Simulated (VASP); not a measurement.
Mo, 2 atoms in the cell. Symmetry: Fd-3m, No. 227, cubic system. Conventional cell: a = 5.355 Å, b = 5.355 Å, c = 5.355 Å, α = 90.00°, β = 90.00°, γ = 90.00°. Within 3.1 Å of Mo (site symmetry -43m) lie 4 Mo at 2.32 Å. 

```yaml
Program: VASP 6.6.1
Task: relaxation of cell and atoms
Functional: PBEsol
Potentials_or_basis: VASP PAW PBE potentials, release 64 (Mo_sv)
Cutoff: 600 eV
k_mesh: 12 × 12 × 12
Occupations: fermi-dirac, width 0.08 eV
Spin: no spin polarisation
Dipole_correction: no
Further_INCAR_settings: ALGO = Normal; EDIFF = 1e-06; IBRION = 2; EDIFFG = -0.005; NSW = 60; ISIF = 3
```

Potentials or basis: VASP PAW PBE potentials, release 64 (Mo_sv).

Command:

```sh
$ cat potpaw_PBE.64/Mo_sv/POTCAR > POTCAR
$ mpirun -np 1 vasp_std > vasp.out
```

Hardware: 1 thread of Intel(R) Xeon(R) 6975P-C (Granite Rapids) (shared host).

Task: Estimate the wall time of this run.

Result: Run time: 4.3 min on 1 thread of Intel(R) Xeon(R) 6975P-C (Granite Rapids), on a shared host, peak memory 0.21 GiB. Counts: scf iterations 101, k points 72, ion steps 27.
